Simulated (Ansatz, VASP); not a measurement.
# One calculation of Ca, two programs

```
Ca
1.0
     0.00000    2.72115    2.72115
     2.72115    0.00000    2.72115
     2.72115    2.72115    0.00000
Ca
1
Direct
  0.00000 0.00000 0.00000
```

Alike in both runs: task single point; functional LDA; k mesh 14 × 14 × 14; occupations gaussian, width 0.1 eV; no spin polarisation.

|  | VASP | Ansatz |
| --- | --- | --- |
| version | VASP 6.6.1 | Ansatz 0.2.0 |
| potentials or method | VASP PAW LDA potentials, release 64 (Ca_sv), cutoff 520 eV | scalar-relativistic, plane waves, PAW |
| valence electrons in the cell | 10 | 10 |

```csv
,VASP,Ansatz,Ansatz less VASP
gap on the k mesh at the Fermi level (eV),none,none,-
pressure (GPa),-1.0,-1.0,0.00
```

Ansatz warns that its potentials were made for another functional, while VASP's fit it. LDA's correlation is that of Perdew and Zunger in VASP and of Perdew and Wang (1992) in Ansatz. A gap of «none» marks a metal or a gap that the smearing closes.
